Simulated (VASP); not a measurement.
# MoS2 (R-3m) in VASP: further runs, part 3 of 3

VASP 6.6.1. The steps go on from the part before.

## (5) Single point, PBEsol

The input, INCAR:

```
PREC = Accurate ; ENCUT = 520
EDIFF = 1E-6 ; ISMEAR = 1
SIGMA = 0.1 ; LREAL = F
LASPH = T ; NELM = 100
ALGO = Normal ; ISIF = 2
LWAVE = F ; LCHARG = T
GGA = PS ; LELF = T
LVHAR = T ; NBANDS = 20
```

The input, KPOINTS:

```
regular mesh
0
Gamma
  8 8 8
```

The input, POSCAR:

```
MoS2
1.0
    1.5855000000      0.9153890000      6.1149970000
   -1.5855000000      0.9153890000      6.1149970000
    0.0000000000     -1.8307780000      6.1149970000
Mo S
1 2
Direct
    0.0000000000      0.0000000000      0.0000000000
    0.7500000000      0.7500000000      0.7500000000
    0.2500000000      0.2500000000      0.2500000000
```

Potentials or basis: VASP PAW PBE potentials, release 64 (Mo_sv, S).

Command:

```
> cat potpaw_PBE.64/Mo_sv/POTCAR potpaw_PBE.64/S/POTCAR > POTCAR
> mpirun -np 1 vasp_std > vasp.out
```

OUTCAR:

```text
PREC = Accurate
   ENCUT = 520
   EDIFF = 1E-6
   ISMEAR = 1
   LREAL = F
   LASPH = T
   NELM = 100
   ISIF = 2
   GGA = PS

 ion  position               nearest neighbor table
   1  0.000  0.000  0.000-   2 2.39   2 2.39   3 2.39   3 2.39   2 2.39   3 2.39
   2  0.750  0.750  0.750-   1 2.39   1 2.39   1 2.39
   3  0.250  0.250  0.250-   1 2.39   1 2.39   1 2.39

  LATTYP: Found a trigonal (rhomboedric) cell.
 ALAT       =     6.3831759792
 COS(alpha) =     0.8766074458

[... 194 lines left out ...]
      4     -28.0010      2.00000
      5      -7.4881      2.00000
      6      -5.8298      2.00000
[... 541 lines left out ...]
     19      15.8816      0.00000
     20      16.7857      0.00000

 [... further k-points ...]
[... 5 lines left out ...]
  --------------------------------------------------------------------------------------
  -------------------------------------------------------------------------------------
  Total        0.4285695      0.4285697      2.0167744      0.0000000      0.0000000      0.0000000
  in kB       12.8947357     12.8947399     60.6804034      0.0000000      0.0000000      0.0000000
  external PRESSURE =      28.8232930 kB  Pullay stress =       0.0000000 kB

 VOLUME and BASIS-vectors are now :
 -----------------------------------------------------------------------------
  energy-cutoff  :      520.00
  volume of cell :       53.25
      direct lattice vectors                 reciprocal lattice vectors
     1.585500000  0.915389000  6.114997000     0.315357931  0.182071957  0.054510793
    -1.585500000  0.915389000  6.114997000    -0.315357931  0.182071957  0.054510793
     0.000000000 -1.830778000  6.114997000     0.000000000 -0.364143914  0.054510793

 POSITION                                       TOTAL-FORCE (eV/Angst)
 -----------------------------------------------------------------------------------
      0.00000      0.00000      0.00000         0.000000     -0.000000      0.000000
      0.00000      0.00000     13.75874         0.000000      0.000000      0.754360
      0.00000      0.00000      4.58625         0.000000     -0.000000     -0.754360
 -----------------------------------------------------------------------------------
    total drift:                               -0.000000     -0.000000      0.000000

  FREE ENERGIE OF THE ION-ELECTRON SYSTEM (eV)
  ---------------------------------------------------
  free  energy   TOTEN  =       -22.5760833547 eV

  energy  without entropy=      -22.5761212450  energy(sigma->0) =      -22.57609598
```

OSZICAR:

```text
N       E                     dE             d eps       ncg     rms          rms(c)
DAV:   1     0.177309064424E+03    0.17731E+03   -0.13347E+04  2616   0.122E+03
DAV:   2    -0.167620808779E+02   -0.19407E+03   -0.18886E+03  3208   0.314E+02
DAV:   3    -0.240115656096E+02   -0.72495E+01   -0.71724E+01  3240   0.560E+01
DAV:   4    -0.240982221588E+02   -0.86657E-01   -0.86468E-01  3140   0.639E+00
DAV:   5    -0.240996980258E+02   -0.14759E-02   -0.14756E-02  3284   0.801E-01    0.259E+01
DAV:   6    -0.230700684819E+02    0.10296E+01   -0.13036E+01  2728   0.202E+01    0.955E+00
DAV:   7    -0.227562611691E+02    0.31381E+00   -0.60066E+00  2708   0.128E+01    0.667E+00
DAV:   8    -0.225765905544E+02    0.17967E+00   -0.89604E-01  2828   0.522E+00    0.183E+00
DAV:   9    -0.225777669675E+02   -0.11764E-02   -0.34880E-02  3088   0.111E+00    0.673E-01
DAV:  10    -0.225761532965E+02    0.16137E-02   -0.13938E-02  2884   0.745E-01    0.131E-01
DAV:  11    -0.225760933455E+02    0.59951E-04   -0.80788E-04  2948   0.193E-01    0.537E-02
DAV:  12    -0.225760766489E+02    0.16697E-04   -0.50978E-05  2952   0.462E-02    0.167E-02
DAV:  13    -0.225760835345E+02   -0.68857E-05   -0.14413E-05  2788   0.210E-02    0.894E-03
DAV:  14    -0.225760833547E+02    0.17976E-06   -0.22786E-06  2240   0.923E-03
   1 F= -.22576083E+02 E0= -.22576096E+02  d E =0.378903E-04
```

stdout:

```text
POSCAR found type information on POSCAR MoS
 POSCAR found :  2 types and       3 ions
 scaLAPACK will be used
 -----------------------------------------------------------------------------
|                                                                             |
|                                                                             |
|     You enforced a specific xc type in the INCAR file but a different       |
|     I HOPE YOU KNOW WHAT YOU ARE DOING!                                     |
|                                                                             |
 -----------------------------------------------------------------------------

 LDA part: xc-table for (Slater+PW92), standard interpolation
 POSCAR, INCAR and KPOINTS ok, starting setup
 FFT: planning ... GRIDC
 FFT: planning ... GRID_SOFT
 FFT: planning ... GRID
 WAVECAR not read
 entering main loop
```

Wall time 3.3 min (1 thread of Intel Xeon 6975P-C, shared host); peak memory 0.34 GiB.

What came out:

```
Free energy            : -22.5761 eV
Pressure               : 2.9 GPa
Largest force          : 0.754 eV/Å
Band gap on the k mesh : zero (band 13 reaches 7.74 eV, above the bottom of band 14 at 7.36 eV)
```

Forces on the atoms (eV/Å):
```
Mo   0.000  0.000  0.000
S    0.000  0.000  0.754
S    0.000  0.000 -0.754
```

Levels at points of the mesh, in eV from the Fermi level:
| k point | band 11 | band 12 | band 13 | band 14 | band 15 | band 16 |
| --- | --- | --- | --- | --- | --- | --- |
| (0.00, 0.00, 0.00) | -1.25 | -1.03 | -1.03 | -0.23 | -0.23 | 3.41 |
| (0.50, 0.00, 0.00) | -2.85 | -1.94 | -1.59 | 1.06 | 1.98 | 3.43 |
| (0.50, 0.50, 0.00) | -2.87 | -2.26 | -1.81 | 1.06 | 1.76 | 3.89 |
| (0.50, 0.50, 0.50) | -1.02 | -1.02 | -0.33 | -0.33 | -0.04 | 3.53 |

Caveat: the PAW data sets were made with another functional, which shifts forces and pressure a little.

## (6) Summary

```csv
k mesh,gap on the mesh (eV),pressure (GPa),largest force (eV/Å)
3 × 3 × 3,none,3.5,0.16
4 × 4 × 4,none,3.7,0.53
6 × 6 × 6,none,2.9,0.70
8 × 8 × 8,none,2.9,0.75
```

Alike in all rows: task single point; level PBEsol; potentials or basis VASP PAW PBE potentials, release 64 (Mo_sv, S); no spin polarisation; cell as given; cutoff (eV) 520; smearing methfessel-paxton 0.1 eV.

Caveats: some runs use coarse meshes; the PAW data sets were made with another functional, which shifts forces and pressure a little.

Absolute energies hang on the potentials; compare differences alone.
